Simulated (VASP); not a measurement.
# MgCd2S3 in VASP: further runs, part 2 of 2

VASP 6.6.1. Earlier steps stand in the parts before.

## 3. Single point, PBE

The input, INCAR:

```
ALGO = Normal
EDIFF = 1E-6
ENCUT = 520
GGA = PE
ISIF = 2
ISMEAR = 0
LASPH = True
LCHARG = False
LREAL = False
LWAVE = False
NBANDS = 56
NELM = 80
PREC = Accurate
SIGMA = 0.1
```

The input, KPOINTS:

```
k-points
0
Gamma
  6 6 1
```

The input, POSCAR:

```
MgCd2S3
1.0
    4.1485957195      0.0000000289      0.0000000000
   -2.0742978847      3.5927892687      0.0000000000
    0.0000000000      0.0000000000     20.1666349000
Mg Cd S
2 4 6
Direct
    0.0000000000      0.0000000000      0.5021990000
    0.0000000000      0.0000000000      0.8313280000
    0.6666666667      0.3333333333      0.9975510000
    0.6666666667      0.3333333333      0.3394960000
    0.6666666667      0.3333333333      0.6687140000
    0.0000000000      0.0000000000      0.1683100000
    0.6666666667      0.3333333333      0.1249470000
    0.6666666667      0.3333333333      0.4668760000
    0.6666666667      0.3333333333      0.7960030000
    0.0000000000      0.0000000000      0.2957820000
    0.0000000000      0.0000000000      0.6248320000
    0.0000000000      0.0000000000      0.9539630000
```

Potentials or basis: VASP PAW PBE potentials, release 64 (Mg, Cd, S).

On the command line:

```console
> cat potpaw_PBE.64/Mg/POTCAR potpaw_PBE.64/Cd/POTCAR potpaw_PBE.64/S/POTCAR > POTCAR
> mpirun -np 1 vasp_std > vasp.out
```

OUTCAR:

```text
EDIFF = 1E-6
   ENCUT = 520
   GGA = PE
   ISIF = 2
   ISMEAR = 0
   LASPH = True
   LREAL = False
   NELM = 80
   PREC = Accurate

 ion  position               nearest neighbor table
   1  0.000  0.000  0.502-  11 2.47   8 2.50   8 2.50   8 2.50
   2  0.000  0.000  0.831-  12 2.47   9 2.50   9 2.50   9 2.50
   3  0.667  0.333  0.998-  12 2.55  12 2.55  12 2.55   7 2.57
   4  0.667  0.333  0.339-  10 2.55  10 2.55  10 2.55   8 2.57
   5  0.667  0.333  0.669-  11 2.55  11 2.55  11 2.55   9 2.57
   6  0.000  0.000  0.168-   7 2.55   7 2.55   7 2.55  10 2.57
   7  0.667  0.333  0.125-   6 2.55   6 2.55   6 2.55   3 2.57
   8  0.667  0.333  0.467-   1 2.50   1 2.50   1 2.50   4 2.57
   9  0.667  0.333  0.796-   2 2.50   2 2.50   2 2.50   5 2.57
  10  0.000  0.000  0.296-   4 2.55   4 2.55   4 2.55   6 2.57
  11  0.000  0.000  0.625-   1 2.47   5 2.55   5 2.55   5 2.55
  12  0.000  0.000  0.954-   2 2.47   3 2.55   3 2.55   3 2.55

  LATTYP: Found a hexagonal cell.
 ALAT       =     4.1485957195
 C/A-ratio  =     4.8610749910

  Lattice vectors:

 A1 = (   4.1485957195,   0.0000000289,   0.0000000000)
 A2 = (  -2.0742978847,   3.5927892687,   0.0000000000)
 A3 = (   0.0000000000,   0.0000000000,  20.1666349000)

Analysis of symmetry for initial positions (statically):
=====================================================================
 Subroutine PRICEL returns:
 Original cell was already a primitive cell.

 Routine SETGRP: Setting up the symmetry group for a
 hexagonal supercell.

 Subroutine GETGRP returns: Found  6 space group operations
 (whereof  6 operations were pure point group operations)
 out of a pool of 24 trial point group operations.

The static configuration has the point symmetry C_3v.

Analysis of symmetry for dynamics (positions and initial velocities):
=====================================================================
 Subroutine PRICEL returns:
 Original cell was already a primitive cell.

 Routine SETGRP: Setting up the symmetry group for a
 hexagonal supercell.

 Subroutine GETGRP returns: Found  6 space group operations
 (whereof  6 operations were pure point group operations)
 out of a pool of 24 trial point group operations.

The dynamic configuration has the point symmetry C_3v.

 Subroutine INISYM returns: Found  6 space group operations
 (whereof  6 operations are pure point group operations),
 and found     1 'primitive' translations

----------------------------------------------------------------------------------------

                                     Primitive cell

  volume of cell :     300.5843

  direct lattice vectors                    reciprocal lattice vectors
     4.148595720  0.000000029  0.000000000     0.241045420  0.139167640  0.000000000
    -2.074297885  3.592789269  0.000000000    -0.000000002  0.278335277  0.000000000
     0.000000000  0.000000000 20.166634900     0.000000000  0.000000000  0.049586855

  length of vectors
[... 62 lines left out ...]
  0.500000 -0.000000  0.000000      3.000000
  0.166667  0.166667  0.000000      6.000000
  0.333333  0.166667  0.000000     12.000000
  0.333333  0.333333  0.000000      2.000000
   k-points           NKPTS =      7   k-points in BZ     NKDIM =      7   number of bands    NBANDS=     56
   number of dos      NEDOS =    301   number of ions     NIONS =     12
   total plane-waves  NPLWV = 153600
   dimension x,y,z NGX =    32 NGY =   32 NGZ =  150
   dimension x,y,z NGXF=    64 NGYF=   64 NGZF=  300
   ions per type =               2   4   6
   NGX,Y,Z   is equivalent  to a cutoff of  12.82, 12.82, 12.37 a.u.
   NGXF,Y,Z  is equivalent  to a cutoff of  25.65, 25.65, 24.73 a.u.
 SYSTEM =  unknown system
   PREC   = accura    normal or accurate (medium, high low for compatibility)
   ISTART =      0    job   : 0-new  1-cont  2-samecut
   ICHARG =      2    charge: 1-file 2-atom 10-const
   ISPIN  =      1    spin polarized calculation?
   LNONCOLLINEAR =      F non collinear calculations
   LSORBIT =      F    spin-orbit coupling
   LASPH  =      T    aspherical Exc in radial PAW
   ENCUT  =  520.0 eV  38.22 Ry    6.18 a.u.   7.71  7.71 37.50*2*pi/ulx,y,z
   NELM   =     80;   NELMIN=  2; NELMDL= -5     # of ELM steps
   EDIFF  = 0.1E-05   stopping-criterion for ELM
   LREAL  =      F    real-space projection
   EDIFFG = 0.1E-04   stopping-criterion for IOM
   NSW    =      0    number of steps for IOM
   IBRION =     -1    ionic relax: 0-MD 1-quasi-New 2-CG
   NFREE  =      0    steps in history (QN), initial steepest desc. (CG)
   ISIF   =      2    stress and relaxation
   ISYM   =      2    0-nonsym 1-usesym 2-fastsym
   POTIM  = 0.5000    time-step for ionic-motion
   TEBEG  =    0.0;   TEEND  =   0.0 temperature during run
   PSTRESS=    0.0 pullay stress
   NELECT =      88.0000    total number of electrons
   NUPDOWN=      -1.0000    fix difference up-down
   EMIN   =  10.00;   EMAX   =-10.00  energy-range for DOS
   EFERMI =   0.00;   METHOD = LEGACY
   ISMEAR =     0;   SIGMA  =   0.10  broadening in eV -4-tet -1-fermi 0-gaus
   EFERMI_NEDOS =   21; number of points for ismear=-14 and -15
   IALGO  =     38    algorithm
   IMIX   =      4    mixing-type and parameters
     AMIX     =   0.40;   BMIX     =  1.00
     AMIX_MAG =   1.60;   BMIX_MAG =  1.00
  volume/ion in A,a.u.               =      25.05       169.04
  Fermi-wavevector in a.u.,A,eV,Ry     =   1.087044  2.054215 16.077511  1.181664
  Thomas-Fermi vector in A             =   2.223194
   LORBIT       =      0    0 simple, 1 ext, 2 COOP (PROOUT), +10 PAW based schemes
   GGA     = PE    functional components
   LHFCALC =     F    Hartree Fock is set to
   AEXX    =    0.0000 exact exchange contribution
   IVDW    =     0    specifies the selected vdW correction
   LEPSILON=     F    determine dielectric tensor
   LRPA    =     F    only Hartree local field effects (RPA)
 non-spin polarized calculation
 Gauss-broadening in eV      SIGMA  =   0.10
  energy-cutoff  :      520.00
  volume of cell :      300.58
 maximum number of plane-waves:      8157
 NGX is ok and might be reduce to    32
   NGX = 15   NGY = 15   NGZ = 75

 number of electron      88.0000004 magnetization

 Free energy of the ion-electron system (eV)
  ---------------------------------------------------
  ext. energy  EPLUGINS =         0.00000000
  ---------------------------------------------------
  free energy    TOTEN  =       -41.50386425 eV

  energy without entropy =      -41.50386425  energy(sigma->0) =      -41.50386425

 E-fermi :   1.5796     XC(G=0):  -8.7360

 val. band max:        1.1411721599   @ k =   0.0000   0.0000   0.0000
 cond. band min:       2.6745628414   @ k =   0.0000   0.0000   0.0000
 fundamental gap:      1.5333906815
 Fermi energy:         1.5796292922

 k-point     1 :       0.0000    0.0000    0.0000
  band No.  band energies     occupation
      1     -10.9157      2.00000
      2     -10.7874      2.00000
      3     -10.7711      2.00000
      4     -10.6129      2.00000
      5     -10.4317      2.00000
      6     -10.3294      2.00000
[... 402 lines left out ...]
     55       7.6979      0.00000
     56       7.7404      0.00000

------------------------ aborting loop because EDIFF is reached ----------------------------------------

  FORCE on cell =-STRESS in cart. coord.  units (eV):
  Direction    XX          YY          ZZ          XY          YZ          ZX
  --------------------------------------------------------------------------------------
  -------------------------------------------------------------------------------------
  Total        0.3187481      0.3187481      0.3060881      0.0000000     -0.0000000      0.0000000
  in kB        1.6989941      1.6989941      1.6315135      0.0000000     -0.0000000      0.0000000
  external PRESSURE =       1.6765006 kB  Pullay stress =       0.0000000 kB

 VOLUME and BASIS-vectors are now :
 -----------------------------------------------------------------------------
  energy-cutoff  :      520.00
  volume of cell :      300.58
      direct lattice vectors                 reciprocal lattice vectors
     4.148595720  0.000000029  0.000000000     0.241045420  0.139167640  0.000000000
    -2.074297885  3.592789269  0.000000000    -0.000000002  0.278335277  0.000000000
     0.000000000  0.000000000 20.166634900     0.000000000  0.000000000  0.049586855

 POSITION                                       TOTAL-FORCE (eV/Angst)
 -----------------------------------------------------------------------------------
      0.00000      0.00000     10.12766        -0.000000      0.000000      0.009877
      0.00000      0.00000     16.76509        -0.000000     -0.000000      0.009881
      2.07430      1.19760     20.11725         0.000000      0.000000      0.003771
      2.07430      1.19760      6.84649        -0.000000     -0.000000      0.006604
      2.07430      1.19760     13.48571         0.000000     -0.000000      0.005928
      0.00000      0.00000      3.39425        -0.000000      0.000000      0.006038
      2.07430      1.19760      2.51976        -0.000000      0.000000     -0.005402
      2.07430      1.19760      9.41532        -0.000000      0.000000      0.033705
      2.07430      1.19760     16.05270         0.000000     -0.000000      0.034098
      0.00000      0.00000      5.96493        -0.000000      0.000000     -0.005521
      0.00000      0.00000     12.60076        -0.000000     -0.000000     -0.049463
      0.00000      0.00000     19.23822         0.000000     -0.000000     -0.049518
 -----------------------------------------------------------------------------------
    total drift:                               -0.000002      0.000001      0.001154

  FREE ENERGIE OF THE ION-ELECTRON SYSTEM (eV)
  ---------------------------------------------------
  free  energy   TOTEN  =       -41.5038642513 eV

  energy  without entropy=      -41.5038642513  energy(sigma->0) =      -41.50386425
```

It took 3.2 min on 1 thread of Intel Xeon Platinum 8488C (Sapphire Rapids), shared host; peak memory 0.41 GiB.

What came out:

| Item | Value |
| --- | --- |
| Free energy | -41.5039 eV |
| Pressure | 0.2 GPa |
| Largest force | 0.050 eV/Å |
| Band gap on the k mesh | 1.53 eV |

Forces on the atoms (eV/Å):
```
Mg   0.000  0.000  0.010
Mg   0.000  0.000  0.010
Cd   0.000  0.000  0.004
Cd   0.000  0.000  0.007
Cd   0.000  0.000  0.006
Cd   0.000  0.000  0.006
S    0.000  0.000 -0.005
S    0.000  0.000  0.034
S    0.000  0.000  0.034
S    0.000  0.000 -0.006
S    0.000  0.000 -0.049
S    0.000  0.000 -0.050
```

## 4. Single point, PBE

The input, INCAR:

```
PREC = Accurate ; ENCUT = 520
EDIFF = 1E-7 ; ISMEAR = 0
SIGMA = 0.02 ; LREAL = False
LASPH = True ; NELM = 100
ALGO = Normal ; ISIF = 2
LWAVE = False ; LCHARG = False
GGA = PE ; NBANDS = 56
```

The input, KPOINTS:

```
Automatic mesh
0
Gamma
  6 6 2
```

POSCAR is that of step 3.

On the command line:

```console
> cat potpaw_PBE.64/Mg/POTCAR potpaw_PBE.64/Cd/POTCAR potpaw_PBE.64/S/POTCAR > POTCAR
> mpirun -np 1 vasp_std > vasp.out
```

It took 6.8 min on 1 thread of Intel Xeon Platinum 8488C (Sapphire Rapids), shared host; peak memory 0.49 GiB.

Results (log left out):

| Item | Value |
| --- | --- |
| Free energy | -41.5068 eV |
| Pressure | 0.2 GPa |
| Largest force | 0.049 eV/Å |
| Band gap on the k mesh | 1.53 eV |

Forces in eV/Å, atoms in the order of the input:
```
Mg   0.000  0.000  0.009
Mg   0.000  0.000  0.009
Cd   0.000  0.000  0.004
Cd   0.000  0.000  0.007
Cd   0.000  0.000  0.006
Cd   0.000  0.000  0.006
S    0.000  0.000 -0.006
S    0.000  0.000  0.034
S    0.000  0.000  0.034
S    0.000  0.000 -0.005
S    0.000  0.000 -0.049
S    0.000  0.000 -0.049
```

Levels at points of the mesh, in eV from the valence-band top:
| k point | band 42 | band 43 | band 44 | band 45 | band 46 | band 47 |
| --- | --- | --- | --- | --- | --- | --- |
| (0.00, 0.00, 0.00) | -0.20 | 0.00 | 0.00 | 1.53 | 2.59 | 2.68 |
| (0.50, 0.00, 0.00) | -0.99 | -0.98 | -0.72 | 3.25 | 3.46 | 3.80 |
| (0.00, 0.00, 0.50) | -0.20 | 0.00 | 0.00 | 1.82 | 2.11 | 2.94 |
| (0.50, 0.00, 0.50) | -1.10 | -0.88 | -0.74 | 3.42 | 3.45 | 3.69 |

A k mesh can miss the band edges.

## 5. Single point, PBE

The input, INCAR:

```
SYSTEM = MgCd2S3
PREC     = Accurate       ! precision mode
ENCUT    = 520            ! plane-wave cutoff, eV
EDIFF    = 1E-6           ! SCF threshold, eV
ISMEAR   = 0              ! smearing method
SIGMA    = 0.1            ! smearing width, eV
LREAL    = .False.        ! projectors in reciprocal space
LASPH    = .True.         ! aspherical terms in the spheres
NELM     = 80             ! most SCF steps
ALGO     = Normal         ! electronic algorithm
ISIF     = 2              ! what is computed and relaxed
LWAVE    = .False.        ! write WAVECAR
LCHARG   = .False.        ! write CHGCAR
GGA      = PE             ! functional
NBANDS   = 56             ! bands
```

The input, KPOINTS:

```
regular mesh
0
Gamma
  6 6 1
  0 0 0
```

The input, POSCAR:

```
MgCd2S3
1.0
    4.1485990833     -0.0004115852     -0.0001806584
   -2.0746602738      3.5928568023      0.0002249868
   -0.0009186271      0.0007499529     20.1711946772
Mg Cd S
2 4 6
Direct
    0.0001604499     -0.0000731116      0.5022722882
    0.0001655410      0.0000827646      0.8313288543
    0.6661202708      0.3330362059      0.9975301879
    0.6668615629      0.3334484691      0.3395637419
    0.6667827917      0.3334217938      0.6687673082
   -0.0000472534     -0.0000110360      0.1683443934
    0.6666464545      0.3333278369      0.1249008829
    0.6668791085      0.3332498136      0.4669059046
    0.6668275138      0.3333996148      0.7959903752
    0.0000925752      0.0001465740      0.2957664446
    0.0000158569      0.0001106407      0.6248001766
   -0.0005048716     -0.0001395661      0.9538304422
```

On the command line:

```console
> cat potpaw_PBE.64/Mg/POTCAR potpaw_PBE.64/Cd/POTCAR potpaw_PBE.64/S/POTCAR > POTCAR
> mpirun -np 1 vasp_std > vasp.out
```

It took 8.8 min on 1 thread of Intel Xeon Platinum 8488C (Sapphire Rapids), shared host; peak memory 0.55 GiB.

The run converged. Its results:

```
Free energy            : -41.5041 eV
Pressure               : 0.2 GPa
Largest force          : 0.039 eV/Å
Band gap on the k mesh : 1.53 eV
```

Forces in eV/Å, atoms in the order of the input:
```
Mg   0.000  0.000  0.003
Mg  -0.001  0.000  0.002
Cd   0.001  0.002  0.001
Cd  -0.001  0.000  0.004
Cd  -0.001  0.000  0.001
Cd   0.000  0.000  0.002
S    0.000  0.000 -0.005
S   -0.001  0.001  0.033
S    0.000  0.000  0.034
S    0.001  0.000 -0.002
S    0.001  0.000 -0.039
S    0.001 -0.002 -0.034
```

Levels at points of the mesh, in eV from the valence-band top:
```
           k point  band 41  band 42  band 43  band 44  band 45  band 46  band 47  band 48
(0.00, 0.00, 0.00)    -0.23    -0.20     0.00     0.00     1.53     2.59     2.68     3.03
(0.50, 0.00, 0.00)    -1.04    -0.98    -0.98    -0.72     3.25     3.45     3.80     3.94
(0.00, 0.50, 0.00)    -1.04    -0.98    -0.98    -0.72     3.25     3.45     3.80     3.94
(0.50, 0.50, 0.00)    -1.04    -0.98    -0.98    -0.72     3.25     3.46     3.80     3.94
```

## 6. Overview

| cell | k mesh | smearing | gap on the mesh (eV) | pressure (GPa) | largest force (eV/Å) |
| --- | --- | --- | --- | --- | --- |
| a = 4.149, b = 4.149, c = 20.167 Å, angles 90.0, 90.0, 120.0°, 12 atoms, atomic positions A | 6 × 6 × 1 | gaussian 0.1 eV | 1.53 | 0.2 | 0.05 |
| a = 4.149, b = 4.149, c = 20.167 Å, angles 90.0, 90.0, 120.0°, 12 atoms, atomic positions A | 6 × 6 × 2 | gaussian 0.02 eV | 1.53 | 0.2 | 0.05 |
| a = 4.149, b = 4.149, c = 20.171 Å, angles 90.0, 90.0, 120.0°, 12 atoms, atomic positions B | 6 × 6 × 1 | gaussian 0.1 eV | 1.53 | 0.2 | 0.04 |

Alike in all rows: task single point; level PBE; potentials or basis VASP PAW PBE potentials, release 64 (Mg, Cd, S); no spin polarisation; cutoff (eV) 520.

Absolute energies hang on the potentials; compare differences alone.
